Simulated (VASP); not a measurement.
# Sc2Cu3: single point with PBE

Crystal: Sc2Cu3.

```
CELL_PARAMETERS angstrom
4.65905 0.00000 0.00000
0.00000 4.65905 0.00000
0.00000 0.00000 4.65905
ATOMIC_POSITIONS crystal
Sc 0.50000 0.50000 0.50000
Sc 0.00000 0.00000 0.00000
Cu 0.50000 0.00000 0.00000
Cu 0.00000 0.50000 0.00000
Cu 0.00000 0.00000 0.50000
```

The cell was built from a structure type or drawn by symmetry, and may not be a known phase.

- Program: VASP 6.6.1
- Task: single point
- Functional: PBE
- Potentials or basis: VASP PAW PBE potentials, release 64 (Sc_sv, Cu)
- Cutoff: 520 eV
- k mesh: 4 × 4 × 4
- Occupations: gaussian, width 0.1 eV
- Spin: no spin polarisation

```
Pressure               : 0.6 GPa
Band gap on the k mesh : zero (an odd number of electrons rules out a gap without spin polarisation)
```

Levels at points of the mesh, in eV from the Fermi level:
| k point | band 25 | band 26 | band 27 | band 28 | band 29 | band 30 |
| --- | --- | --- | --- | --- | --- | --- |
| (0.00, 0.00, 0.00) | -1.08 | -1.08 | 0.49 | 0.49 | 0.49 | 1.16 |
| (0.50, 0.00, 0.00) | -2.82 | -0.56 | 0.09 | 0.09 | 0.25 | 0.73 |
| (0.50, 0.50, 0.00) | -2.17 | -2.17 | -2.17 | 0.09 | 0.09 | 0.56 |
| (0.50, 0.50, 0.50) | -1.71 | -1.71 | -1.50 | -1.50 | -1.50 | -0.91 |

Wall time 28 s on 1 thread of Intel(R) Xeon(R) 6975P-C (Granite Rapids), with other jobs on the host, peak memory 0.21 GiB.
